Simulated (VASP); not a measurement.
# FePt (P4/mmm) in VASP: settings compared, part 3 of 3

VASP 6.6.1.

**5. Vibrations by perturbation theory, PBEsol, collinear spin, ferromagnetic start**

Input file INCAR:

```
SYSTEM = FePt
  ALGO = Fast
  EDIFF = 1E-8
  ENCUT = 520
  GGA = PS
  IBRION = 8
  ISIF = 2
  ISMEAR = -1
  ISPIN = 2
  LASPH = .True.
  LCHARG = .True.
  LMAXMIX = 4
  LORBIT = 11
  LREAL = .False.
  LWAVE = .False.
  MAGMOM = 0 3
  NBANDS = 20
  NELM = 150
  NSW = 1
  PREC = Accurate
  SIGMA = 0.05
```

Input file KPOINTS:

```
k-points
0
Gamma
  8 8 6
  0 0 0
```

Input file POSCAR:

```
FePt
1.0
    2.7235000000      0.0000000000      0.0000000000
    0.0000000000      2.7235000000      0.0000000000
    0.0000000000      0.0000000000      3.7200000000
Pt Fe
1 1
Direct
    0.5000000000      0.5000000000      0.5000000000
    0.0000000000      0.0000000000      0.0000000000
```

Potentials or basis: VASP PAW PBE potentials, release 64 (Pt, Fe).

The run is started by

```console
$ cat potpaw_PBE.64/Pt/POTCAR potpaw_PBE.64/Fe/POTCAR > POTCAR
$ mpirun -np 1 vasp_std > vasp.out
```

OUTCAR:

```text
SYSTEM = FePt
   EDIFF = 1E-8
   ENCUT = 520
   GGA = PS
   IBRION = 8
   ISIF = 2
   ISMEAR = -1
   ISPIN = 2
   LASPH = .True.
   LORBIT = 11
   LREAL = .False.
   NELM = 150
   NSW = 1
   PREC = Accurate

 ion  position               nearest neighbor table
   1  0.500  0.500  0.500-   2 2.68   2 2.68   2 2.68   2 2.68   2 2.68   2 2.68   2 2.68   2 2.68

   2  0.000  0.000  0.000-   1 2.68   1 2.68   1 2.68   1 2.68   1 2.68   1 2.68   1 2.68   1 2.68

  LATTYP: Found a simple tetragonal cell.
 ALAT       =     2.7235000000
 C/A-ratio  =     1.3658894804

  Lattice vectors:

 A1 = (   2.7235000000,   0.0000000000,   0.0000000000)
 A2 = (   0.0000000000,   2.7235000000,   0.0000000000)
 A3 = (   0.0000000000,   0.0000000000,   3.7200000000)

Analysis of symmetry for initial positions (statically):
=====================================================================
 Subroutine PRICEL returns:
 Original cell was already a primitive cell.

 Routine SETGRP: Setting up the symmetry group for a
 simple tetragonal supercell.

 Subroutine GETGRP returns: Found 16 space group operations
 (whereof 16 operations were pure point group operations)
 out of a pool of 16 trial point group operations.

The static configuration has the point symmetry D_4h.

Analysis of symmetry for dynamics (positions and initial velocities):
=====================================================================
 Subroutine PRICEL returns:
 Original cell was already a primitive cell.

 Routine SETGRP: Setting up the symmetry group for a
 simple tetragonal supercell.

 Subroutine GETGRP returns: Found 16 space group operations
 (whereof 16 operations were pure point group operations)
 out of a pool of 16 trial point group operations.

The dynamic configuration has the point symmetry D_4h.

Analysis of structural, dynamic, and magnetic symmetry:
=====================================================================
 Subroutine PRICEL returns:
 Original cell was already a primitive cell.

 Routine SETGRP: Setting up the symmetry group for a
 simple tetragonal supercell.

 Subroutine GETGRP returns: Found 16 space group operations
 (whereof 16 operations were pure point group operations)
 out of a pool of 16 trial point group operations.

The overall configuration has the point symmetry D_4h.

 Subroutine INISYM returns: Found 16 space group operations
 (whereof 16 operations are pure point group operations),
 and found     1 'primitive' translations

----------------------------------------------------------------------------------------

[... 1260 lines left out ...]

------------------------ aborting loop because EDIFF is reached ----------------------------------------

  FORCE on cell =-STRESS in cart. coord.  units (eV):
  Direction    XX          YY          ZZ          XY          YZ          ZX
  --------------------------------------------------------------------------------------
  -------------------------------------------------------------------------------------
  Total       -1.1060051     -1.1060051     -0.8741021      0.0000000      0.0000000      0.0000000
  in kB      -64.2199601    -64.2199601    -50.7545585      0.0000000      0.0000000      0.0000000
  external PRESSURE =     -59.7314929 kB  Pullay stress =       0.0000000 kB

 VOLUME and BASIS-vectors are now :
 -----------------------------------------------------------------------------
  energy-cutoff  :      520.00
  volume of cell :       27.59
      direct lattice vectors                 reciprocal lattice vectors
     2.723500000  0.000000000  0.000000000     0.367174592  0.000000000  0.000000000
     0.000000000  2.723500000  0.000000000     0.000000000  0.367174592  0.000000000
     0.000000000  0.000000000  3.720000000     0.000000000  0.000000000  0.268817204

 POSITION                                       TOTAL-FORCE (eV/Angst)
 -----------------------------------------------------------------------------------
      1.36175      1.36175      1.86000         0.000000      0.000000      0.000000
      0.00000      0.00000      0.00000         0.000000      0.000000      0.000000
 -----------------------------------------------------------------------------------
    total drift:                               -0.000000      0.000000      0.000000

  FREE ENERGIE OF THE ION-ELECTRON SYSTEM (eV)
  ---------------------------------------------------
  free  energy   TOTEN  =       -16.2961968967 eV

  energy  without entropy=      -16.2869484363  energy(sigma->0) =      -16.29157267

[... ionic steps 2 to 3 ...]

--------------------------------------- Ionic step        4  -------------------------------------------

------------------------ aborting loop because EDIFF is reached ----------------------------------------
[... 11 lines left out ...]
[... ionic steps 8 to 8 ...]

--------------------------------------- Ionic step        9  -------------------------------------------

 Free energy of the ion-electron system (eV)
  ---------------------------------------------------
  ---------------------------------------------------
  free energy    TOTEN  =        -0.16276322 eV

  energy without entropy =       -0.16276322

------------------------ aborting loop because EDIFF is reached ----------------------------------------

 INTERNAL STRAIN TENSOR  FOR ION    2  DIRECTION 3   (eV/Angst):
 -----------------------------------------------------------------------------
     0.02262  0.00000 -0.00000
     0.00000  0.02262  0.00000
    -0.00000  0.00000 -0.02640

 INTERNAL STRAIN TENSOR FOR ION    2 for displacements in x,y,z  (eV/Angst):
          X           Y           Z          XY          YZ          ZX
  --------------------------------------------------------------------------------
  x     0.00000     0.00000     0.00000     0.00000     0.00000     0.00000
  y     0.00000     0.00000     0.00000     0.00000     0.00000     0.00000
  z     0.00000     0.00000     0.00000     0.00000     0.00000     0.00000

 SECOND DERIVATIVES (NOT SYMMETRIZED)
 ------------------------------------
               1X          1Y          1Z          2X          2Y          2Z
  1X    -4.238071    0.000000    0.000000    4.238071    0.000000    0.000000
  1Y     0.000000   -4.238071    0.000000    0.000000    4.238071    0.000000
  1Z     0.000000    0.000000   -8.170951    0.000000    0.000000    8.170951
  2X     4.233045    0.000000    0.000000   -4.233045    0.000000    0.000000
  2Y     0.000000    4.233045    0.000000    0.000000   -4.233045    0.000000
  2Z    -0.000000    0.000000    8.187716    0.000000   -0.000000   -8.187716

 Eigenvectors and eigenvalues of the dynamical matrix
 ----------------------------------------------------

   1 f  =    6.787355 THz    42.646209 2PiTHz  226.401791 cm-1    28.070232 meV
             X         Y         Z           dx          dy          dz
      1.361750  1.361750  1.860000     0.000000   -0.000000   -0.471390
      0.000000  0.000000  0.000000    -0.000000    0.000000    0.881925
[... 21 lines left out ...]
   6 f/i=    0.002892 THz     0.018169 2PiTHz    0.096458 cm-1     0.011959 meV
             X         Y         Z           dx          dy          dz
      1.361750  1.361750  1.860000     0.000000   -0.000000   -0.881925
      0.000000  0.000000  0.000000    -0.000000    0.000000   -0.471390

--------------------------------------------------------------------------------------------------------

 ELASTIC MODULI CONTR FROM IONIC RELAXATION (kBar)
 Direction    XX          YY          ZZ          XY          YZ          ZX
 --------------------------------------------------------------------------------
 XX           0.0000      0.0000      0.0000      0.0000      0.0000      0.0000
 YY           0.0000      0.0000      0.0000      0.0000      0.0000      0.0000
 ZZ           0.0000      0.0000      0.0000      0.0000      0.0000      0.0000
 XY           0.0000      0.0000      0.0000      0.0000      0.0000      0.0000
 YZ           0.0000      0.0000      0.0000      0.0000      0.0000      0.0000
 ZX           0.0000      0.0000      0.0000      0.0000      0.0000      0.0000
 --------------------------------------------------------------------------------

 total charge

# of ion       s       p       d       tot
------------------------------------------
    1        0.709   0.665   8.047   9.420
    2        0.412   0.459   6.115   6.986
--------------------------------------------------
tot          1.121   1.123  14.162  16.406

 magnetization (x)

# of ion       s       p       d       tot
------------------------------------------
    1       -0.023  -0.058   0.443   0.361
    2        0.004  -0.002   2.937   2.939
--------------------------------------------------
tot         -0.019  -0.060   3.380   3.301
```

It took 3.9 min on 1 thread of Intel Xeon 6975P-C (Granite Rapids), shared host; peak memory 0.42 GiB.

Results:

```yaml
Net_moment: 3.34 μB per cell
Site_moments: Pt +0.36; Fe +2.94 μB
Valence_electrons_inside_the_program's_atomic_spheres: Pt 9.42; Fe 6.99
Highest_phonon_frequency_at_Γ: 226 cm⁻¹
```

Phonon frequencies in cm⁻¹ (negative: imaginary):
```
              q point        frequencies
(0.000, 0.000, 0.000)  0 0 0 163 163 226
```

Caveat: the cell stands under pressure or tension, which shifts response properties; the PAW data sets were made with another functional, which shifts forces and pressure a little; spin-orbit coupling is left out, which moves the levels of the heavy elements.

**6. Summary**

```csv
task,level,potentials or basis,k mesh,cutoff (eV),smearing,dipole correction,k mesh for the DOS,occupations for the DOS,tolerance level,purpose,gap on the mesh (eV),moment (μB)
single point,revPBE,"VASP PAW PBE potentials, release 64 (Pt_sv_GW, Fe_sv)",6 × 6 × 4,510,fermi-dirac 0.05 eV,no,9 × 9 × 6,tetrahedron,-,-,-,3.30
single point,PBE,"VASP PAW PBE potentials, release 64 (Pt, Fe)",13 × 13 × 10,310,tetrahedron 0.1 eV,-,-,-,screening,density of states,none,3.25
single point,PBE,"VASP PAW PBE potentials, release 64 (Pt, Fe)",29 × 29 × 22,540,tetrahedron 0.1 eV,-,-,-,screening,density of states,none,3.24
vibrations by perturbation theory,PBEsol,"VASP PAW PBE potentials, release 64 (Pt, Fe)",8 × 8 × 6,520,fermi-dirac 0.05 eV,no,-,-,-,-,-,3.34
```

Alike in all rows: spin collinear, ferromagnetic start; cell as given.

Caveats: some runs use coarse meshes; spin-orbit coupling is left out, which moves the levels of the heavy elements; the PAW data sets were made with another functional, which shifts forces and pressure a little (at least some runs); the cutoff is under 1.25 times the usual one of these potentials, so pressure, stress and relaxed cells hold a basis-set (Pulay) error (at least some runs); the cell stands under pressure or tension, which shifts response properties (at least some runs).

Total energies depend on the potentials used, so only differences within one code and one set of settings carry meaning.
